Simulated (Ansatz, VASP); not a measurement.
# MgB2 in VASP and in Ansatz

File INCAR:

```
ALGO = Normal ; EDIFF = 1E-6
ENCUT = 520 ; GGA = PE
ISIF = 2 ; ISMEAR = 0
LASPH = T ; LCHARG = F
LREAL = F ; LWAVE = F
NBANDS = 11 ; NELM = 60
PREC = Accurate ; SIGMA = 0.028000000000000004
```

Contents of KPOINTS:

```
k-points
0
Gamma
  10 10 8
```

File POSCAR:

```
MgB2
1.0
    3.0850000000      0.0000000000      0.0000000000
   -1.5425000000      2.6716883707      0.0000000000
    0.0000000000      0.0000000000      3.5230000000
Mg B
1 2
Direct
    0.0000000000      0.0000000000      0.0000000000
    0.6666666667      0.3333333333      0.5000000000
    0.3333333333      0.6666666667      0.5000000000
```

File input.yaml:

```yaml
crystal:
  lattice:
    - [3.085, 0.0, 0.0]
    - [-1.5425, 2.6716883707, 0.0]
    - [0.0, 0.0, 3.523]
  atoms:
    - { symbol: Mg, position: [0.0, 0.0, 0.0] }
    - { symbol: B, position: [0.6666666667, 0.3333333333, 0.5] }
    - { symbol: B, position: [0.3333333333, 0.6666666667, 0.5] }
hamiltonian:
  xc: pbe
  pseudopotentials: { kind: paw }
kpoints:
  mp_grid: { grid: [10, 10, 8] }
scf:
  occupations: { method: gaussian, width: 0.028 }
output:
  forces: true
  stress: true
  eigenvalues: true
  write_density: true
  write_potential: true
  elf: true
  volumetric_format: npy
```

Alike in both runs: task single point; functional PBE; k mesh 10 × 10 × 8; occupations gaussian, width 0.028 eV; no spin polarisation.

|  | VASP | Ansatz |
| --- | --- | --- |
| version | VASP 6.6.1 | Ansatz 0.2.0 |
| potentials or method | VASP PAW PBE potentials, release 64 (Mg, B) | Ansatz PAW |
| plane-wave cutoff (eV) | 520 | 420 |
| valence electrons in the cell | 8 | 16 |

```tsv
	VASP	Ansatz	Ansatz less VASP
gap on the k mesh at the Fermi level (eV)	none	none	-
pressure (GPa)	-1.1	-0.9	+0.25
traceless stress, the component that is largest in VASP (GPa)	-0.51	-0.40	+0.103
```

A gap of «none» marks a metal or a gap that the smearing closes. VASP's potentials hold 8 valence electrons a cell and Ansatz's 16, so a difference there can come from the potentials and not from the codes.
